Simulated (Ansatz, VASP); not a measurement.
# Two plane-wave programs on Se

File INCAR:

```
SYSTEM = Se
PREC = Accurate
ENCUT = 520
EDIFF = 1E-6
ISMEAR = 0
SIGMA = 0.1
LREAL = .FALSE.
LASPH = .TRUE.
NELM = 60
ALGO = Normal
ISIF = 2
LWAVE = .FALSE.
LCHARG = .TRUE.
LDIPOL = .TRUE.
IDIPOL = 3
DIPOL = 0.5 0.5 0.500
GGA = PE
LELF = .TRUE.
LVHAR = .TRUE.
LVACPOTAV = .TRUE.
NBANDS = 27
```

File KPOINTS:

```
Automatic mesh
0
G
  2 2 1
  0 0 0
```

The input POSCAR:

```
Se
1.0
    7.6554960000      0.0000000000      0.0000000000
    0.0000000000      7.6554960000      0.0000000000
    0.0000000000      0.0000000000     15.0000000000
Se
6
Direct
    0.3607974500      0.3607974500      0.5000000000
    0.6392025500      0.6392025500      0.5000000000
    0.1392025500      0.8607974500      0.5000000000
    0.8607974500      0.1392025500      0.5000000000
    0.0000000000      0.5000000000      0.5330289000
    0.5000000000      0.0000000000      0.4669711000
```

Input for Ansatz:

```yaml
crystal:
  lattice:
    - [7.655496, 0.0, 0.0]
    - [0.0, 7.655496, 0.0]
    - [0.0, 0.0, 15.0]
  atoms:
    - { symbol: Se, position: [0.36079745, 0.36079745, 0.5] }
    - { symbol: Se, position: [0.63920255, 0.63920255, 0.5] }
    - { symbol: Se, position: [0.13920255, 0.86079745, 0.5] }
    - { symbol: Se, position: [0.86079745, 0.13920255, 0.5] }
    - { symbol: Se, position: [0.0, 0.5, 0.5330289] }
    - { symbol: Se, position: [0.5, 0.0, 0.4669711] }
  periodic: [true, true, false]
basis:
  ecutwfc: 420
kpoints:
  mp_grid: { grid: [2, 2, 1] }
hamiltonian:
  xc: pbe
scf:
  occupations: { method: gaussian, width: 0.1 }
  lower_state_search: "off"
output:
  forces: true
  stress: true
  eigenvalues: true
```

Alike in both runs: task single point; functional PBE; k mesh 2 × 2 × 1; occupations gaussian, width 0.1 eV; no spin polarisation.

```csv
,VASP,Ansatz
version,VASP 6.6.1,Ansatz 0.2.0
potentials or method,"VASP PAW PBE potentials, release 64 (Se), cutoff 520 eV","scalar-relativistic, plane waves, PAW"
valence electrons in the cell,36,96
```

```csv
,VASP,Ansatz,Ansatz less VASP
gap on the k mesh at the Fermi level (eV),none,none,-
rms of the force components (eV/Å),0.376,0.376,-0.0002
```

Atom by atom the forces differ by 0.000 eV/Å (rms over components). A gap of «none» marks a metal or a gap that the smearing closes. VASP's potentials hold 36 valence electrons a cell and Ansatz's 96, so a difference there can come from the potentials and not from the codes. Ansatz's warnings: slab cell height set.

The k mesh is coarse, so the values compare programs but aren't converged.
